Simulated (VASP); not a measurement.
# CuAu3 (Pm-3m) in VASP: further runs

The runs below take CuAu3 through single point, relaxation of cell and atoms, with LDA.

All numbers are computed with VASP 6.6.1; they aren't measurements. Logs are shortened: lines on timing, memory, paths and dates and some standing lists are left out, and cuts for length are marked.

## 1. The cell of the first run

The structure is cubic, space group Pm-3m (No. 221). The conventional cell has a = 3.964 Å, b = 3.964 Å, c = 3.964 Å, α = 90.00°, β = 90.00°, γ = 90.00°. Cu (site symmetry m-3m) has 12 Au at 2.80 Å within 3.7 Å. Within 3.7 Å of Au (site symmetry 4/mmm) lie 4 Cu at 2.80 Å and 8 Au at 2.80 Å.

## 2. Single point, LDA (volume scaled by 1.02)

INCAR

```
SYSTEM = CuAu3
ALGO     = Normal         ! electronic algorithm
EDIFF    = 1E-6           ! SCF threshold, eV
ENCUT    = 520            ! plane-wave cutoff, eV
ISIF     = 2              ! what is computed and relaxed
ISMEAR   = -1             ! smearing method
LASPH    = .TRUE.         ! aspherical terms in the spheres
LCHARG   = .FALSE.        ! write CHGCAR
LREAL    = .FALSE.        ! projectors in reciprocal space
LWAVE    = .FALSE.        ! write WAVECAR
NBANDS   = 30             ! bands
NELM     = 100            ! most SCF steps
PREC     = Accurate       ! precision mode
SIGMA    = 0.15           ! smearing width, eV
```

KPOINTS

```
k-points
0
G
  10 10 10
  0 0 0
```

POSCAR

```
CuAu3
1.0
    3.9640514884      0.0000000000      0.0000000000
    0.0000000000      3.9640514884      0.0000000000
    0.0000000000      0.0000000000      3.9640514884
Cu Au
1 3
Direct
    0.0000000000      0.0000000000      0.0000000000
    0.0000000000      0.5000000000      0.5000000000
    0.5000000000      0.0000000000      0.5000000000
    0.5000000000      0.5000000000      0.0000000000
```

Potentials or basis: VASP PAW LDA potentials, release 64 (Cu, Au).

Command:

```console
cat potpaw_LDA.64/Cu/POTCAR potpaw_LDA.64/Au/POTCAR > POTCAR
mpirun -np 1 vasp_std > vasp.out
```

OUTCAR:

```text
SYSTEM = CuAu3
   EDIFF = 1E-6
   ENCUT = 520
   ISIF = 2
   ISMEAR = -1
   LASPH = .TRUE.
   LREAL = .FALSE.
   NELM = 100
   PREC = Accurate

 ion  position               nearest neighbor table
   1  0.000  0.000  0.000-   2 2.80   3 2.80   4 2.80   2 2.80   3 2.80   2 2.80   4 2.80   2 2.80
                             3 2.80   4 2.80   3 2.80   4 2.80
   2  0.000  0.500  0.500-   1 2.80   3 2.80   4 2.80   1 2.80   4 2.80   1 2.80   3 2.80   1 2.80
                             3 2.80   4 2.80   4 2.80   3 2.80
   3  0.500  0.000  0.500-   1 2.80   2 2.80   4 2.80   1 2.80   4 2.80   2 2.80   4 2.80   4 2.80
                             1 2.80   2 2.80   1 2.80   2 2.80
   4  0.500  0.500  0.000-   1 2.80   2 2.80   3 2.80   2 2.80   3 2.80   1 2.80   3 2.80   3 2.80
                             1 2.80   2 2.80   2 2.80   1 2.80

  LATTYP: Found a simple cubic cell.
 ALAT       =     3.9640514884

  Lattice vectors:

 A1 = (   3.9640514884,   0.0000000000,   0.0000000000)
 A2 = (   0.0000000000,   3.9640514884,   0.0000000000)
 A3 = (   0.0000000000,   0.0000000000,   3.9640514884)

Analysis of symmetry for initial positions (statically):
=====================================================================
 Subroutine PRICEL returns:
 Original cell was already a primitive cell.

 Routine SETGRP: Setting up the symmetry group for a
 simple cubic supercell.

 Subroutine GETGRP returns: Found 48 space group operations
 (whereof 48 operations were pure point group operations)
 out of a pool of 48 trial point group operations.

The static configuration has the point symmetry O_h .

Analysis of symmetry for dynamics (positions and initial velocities):
=====================================================================
 Subroutine PRICEL returns:
 Original cell was already a primitive cell.

 Routine SETGRP: Setting up the symmetry group for a
 simple cubic supercell.

 Subroutine GETGRP returns: Found 48 space group operations
 (whereof 48 operations were pure point group operations)
 out of a pool of 48 trial point group operations.

The dynamic configuration has the point symmetry O_h .

 Subroutine INISYM returns: Found 48 space group operations
 (whereof 48 operations are pure point group operations),
 and found     1 'primitive' translations

----------------------------------------------------------------------------------------

                                     Primitive cell

  volume of cell :      62.2899

  direct lattice vectors                    reciprocal lattice vectors
[... 86 lines left out ...]
   LNONCOLLINEAR =      F non collinear calculations
   LSORBIT =      F    spin-orbit coupling
   LASPH  =      T    aspherical Exc in radial PAW
   ENCUT  =  520.0 eV  38.22 Ry    6.18 a.u.   7.37  7.37  7.37*2*pi/ulx,y,z
   NELM   =    100;   NELMIN=  2; NELMDL= -5     # of ELM steps
   EDIFF  = 0.1E-05   stopping-criterion for ELM
   LREAL  =      F    real-space projection
   EDIFFG = 0.1E-04   stopping-criterion for IOM
   NSW    =      0    number of steps for IOM
   IBRION =     -1    ionic relax: 0-MD 1-quasi-New 2-CG
   NFREE  =      0    steps in history (QN), initial steepest desc. (CG)
   ISIF   =      2    stress and relaxation
   ISYM   =      2    0-nonsym 1-usesym 2-fastsym
   POTIM  = 0.5000    time-step for ionic-motion
   TEBEG  =    0.0;   TEEND  =   0.0 temperature during run
   PSTRESS=    0.0 pullay stress
   NELECT =      44.0000    total number of electrons
   NUPDOWN=      -1.0000    fix difference up-down
   EMIN   =  10.00;   EMAX   =-10.00  energy-range for DOS
   EFERMI =   0.00;   METHOD = LEGACY
   ISMEAR =    -1;   SIGMA  =   0.15  broadening in eV -4-tet -1-fermi 0-gaus
   EFERMI_NEDOS =   21; number of points for ismear=-14 and -15
   IALGO  =     38    algorithm
   IMIX   =      4    mixing-type and parameters
     AMIX     =   0.40;   BMIX     =  1.00
     AMIX_MAG =   1.60;   BMIX_MAG =  1.00
  volume/ion in A,a.u.               =      15.57       105.09
  Fermi-wavevector in a.u.,A,eV,Ry     =   1.457985  2.755192 28.922186  2.125721
  Thomas-Fermi vector in A             =   2.574723
   LORBIT       =      0    0 simple, 1 ext, 2 COOP (PROOUT), +10 PAW based schemes
   GGA     = CA    functional components
   LHFCALC =     F    Hartree Fock is set to
   AEXX    =    0.0000 exact exchange contribution
   IVDW    =     0    specifies the selected vdW correction
   LEPSILON=     F    determine dielectric tensor
   LRPA    =     F    only Hartree local field effects (RPA)
 non-spin polarized calculation
  energy-cutoff  :      520.00
  volume of cell :       62.29
 maximum number of plane-waves:      1743
 NGX is ok and might be reduce to    30
   NGX = 15   NGY = 15   NGZ = 15

 number of electron      44.0000043 magnetization

 Free energy of the ion-electron system (eV)
  ---------------------------------------------------
  ext. energy  EPLUGINS =         0.00000000
  ---------------------------------------------------
  free energy    TOTEN  =       -18.15943141 eV

  energy without entropy =      -18.07780024  energy(sigma->0) =      -18.11861583

 E-fermi :   9.2217     XC(G=0): -13.0577

 val. band max:        9.1961756036   @ k =   0.5000   0.4000   0.4000
 cond. band min:       9.2285072271   @ k =   0.5000   0.4000   0.4000
 fundamental gap:      0.0323316234
 Fermi energy:         9.2216801415

 k-point     1 :       0.0000    0.0000    0.0000
  band No.  band energies     occupation
      1      -0.8838      2.00000
      2       1.5743      2.00000
      3       2.4069      2.00000
      4       2.4069      2.00000
      5       2.4069      2.00000
      6       2.5322      2.00000
[... 781 lines left out ...]
     29      19.4342      0.00000
     30      20.0252      0.00000

 [... further k-points ...]
[... 5 lines left out ...]
  --------------------------------------------------------------------------------------
  -------------------------------------------------------------------------------------
  Total       -1.1867968     -1.1867968     -1.1867968      0.0000000     -0.0000000      0.0000000
  in kB      -30.5259421    -30.5259421    -30.5259421      0.0000000     -0.0000000      0.0000000
  external PRESSURE =     -30.5259421 kB  Pullay stress =       0.0000000 kB

 VOLUME and BASIS-vectors are now :
 -----------------------------------------------------------------------------
  energy-cutoff  :      520.00
  volume of cell :       62.29
      direct lattice vectors                 reciprocal lattice vectors
     3.964051488  0.000000000  0.000000000     0.252267157  0.000000000  0.000000000
     0.000000000  3.964051488  0.000000000     0.000000000  0.252267157  0.000000000
     0.000000000  0.000000000  3.964051488     0.000000000  0.000000000  0.252267157

 POSITION                                       TOTAL-FORCE (eV/Angst)
 -----------------------------------------------------------------------------------
      0.00000      0.00000      0.00000         0.000000      0.000000      0.000000
      0.00000      1.98203      1.98203         0.000000      0.000000      0.000000
      1.98203      0.00000      1.98203         0.000000      0.000000      0.000000
      1.98203      1.98203      0.00000         0.000000      0.000000      0.000000
 -----------------------------------------------------------------------------------
    total drift:                                0.000000      0.000000     -0.000000

  FREE ENERGIE OF THE ION-ELECTRON SYSTEM (eV)
  ---------------------------------------------------
  free  energy   TOTEN  =       -18.1594314143 eV

  energy  without entropy=      -18.0778002359  energy(sigma->0) =      -18.11861583
```

It took 62 s on 1 thread of Intel Xeon Platinum 8488C (Sapphire Rapids), shared host; peak memory 0.21 GiB.

Results:

```
Free energy            : -18.1594 eV
Pressure               : -3.1 GPa
Band gap on the k mesh : zero (band 22 reaches 10.24 eV, above the bottom of band 23 at 8.10 eV)
```

Caveat: the cell differs from its parent crystal (volume scaled by 1.02); spin-orbit coupling is left out, which moves the levels of the heavy elements.

## 3. Relaxation of cell and atoms, LDA

This run uses another cell than the first one, of 15.25 Å³/atom, 0.980 times its volume.

INCAR

```
SYSTEM = CuAu3
ALGO     = Fast           ! electronic algorithm
EDIFF    = 1E-7           ! SCF threshold, eV
EDIFFG   = -0.001         ! ionic threshold
ENCUT    = 600            ! plane-wave cutoff, eV
GGA      = CA             ! functional
IBRION   = 2              ! ionic algorithm
ISIF     = 3              ! what is computed and relaxed
ISMEAR   = -1             ! smearing method
LASPH    = .True.         ! aspherical terms in the spheres
LCHARG   = .False.        ! write CHGCAR
LREAL    = .False.        ! projectors in reciprocal space
LWAVE    = .False.        ! write WAVECAR
NELM     = 60             ! most SCF steps
NSW      = 80             ! ionic steps
PREC     = Accurate       ! precision mode
SIGMA    = 0.15           ! smearing width, eV
```

KPOINTS

```
k-points
0
Gamma
  10 10 10
  0 0 0
```

POSCAR

```
CuAu3
1.0
    3.9368940033      0.0000000000      0.0000000000
    0.0000000000      3.9368940033      0.0000000000
    0.0000000000      0.0000000000      3.9368940033
Cu Au
1 3
Direct
    0.0000000000      0.0000000000      0.0000000000
    0.0000000000      0.5000000000      0.5000000000
    0.5000000000      0.0000000000      0.5000000000
    0.5000000000      0.5000000000      0.0000000000
```

Potentials or basis: VASP PAW LDA potentials, release 64 (Cu, Au).

Command:

```console
cat potpaw_LDA.64/Cu/POTCAR potpaw_LDA.64/Au/POTCAR > POTCAR
mpirun -np 1 vasp_std > vasp.out
```

Run time: 2.8 min. Hardware: 1 thread of Intel Xeon Platinum 8488C (Sapphire Rapids), shared host; peak memory 0.23 GiB.

It converged, with:

```
Free energy                            : -18.1686 eV
Relaxed volume                         : 15.32 Å³/atom
Relaxed cell                           : a = 3.942 Å, b = 3.942 Å, c = 3.942 Å, α = 90.00°, β = 90.00°, γ = 90.00°
Space group after relaxing (to 0.05 Å) : Pm-3m (No. 221)
Energy gained by relaxing              : 0.2 meV/atom
Ionic steps                            : 3
Pressure after relaxing                : 0.0 GPa
Band gap on the k mesh                 : zero (band 22 reaches 10.50 eV, above the bottom of band 23 at 8.30 eV)
```

The path:
```
step  energy change (eV)  largest force (eV/Å)  pressure (GPa)  volume (Å³)
   1              0.0000                0.0000            0.83        61.02
   2              0.0013                0.0000           -1.38        61.72
   3             -0.0006                0.0000            0.00        61.27
```

Final structure:
```
CELL_PARAMETERS angstrom
3.94238 0.00000 0.00000
0.00000 3.94238 0.00000
0.00000 0.00000 3.94238
ATOMIC_POSITIONS crystal
Cu 0.00000 0.00000 0.00000
Au 0.00000 0.50000 0.50000
Au 0.50000 0.00000 0.50000
Au 0.50000 0.50000 0.00000
```

Levels at points of the mesh, in eV from the Fermi level:
```
           k point  band 19  band 20  band 21  band 22  band 23  band 24  band 25  band 26
(0.00, 0.00, 0.00)    -1.55    -1.55    -1.55     0.90     0.90     0.90     6.18     6.18
(0.50, 0.00, 0.00)    -2.28    -2.04    -1.56    -1.54     5.30     5.79     6.00     6.00
(0.50, 0.50, 0.00)    -2.32    -2.32    -0.81    -0.21    -0.03    -0.03     8.43     9.07
(0.50, 0.50, 0.50)    -1.72    -1.72    -1.26    -1.20    -1.20    -1.20     3.15     3.15
```

Caveat: spin-orbit coupling is left out, which moves the levels of the heavy elements.
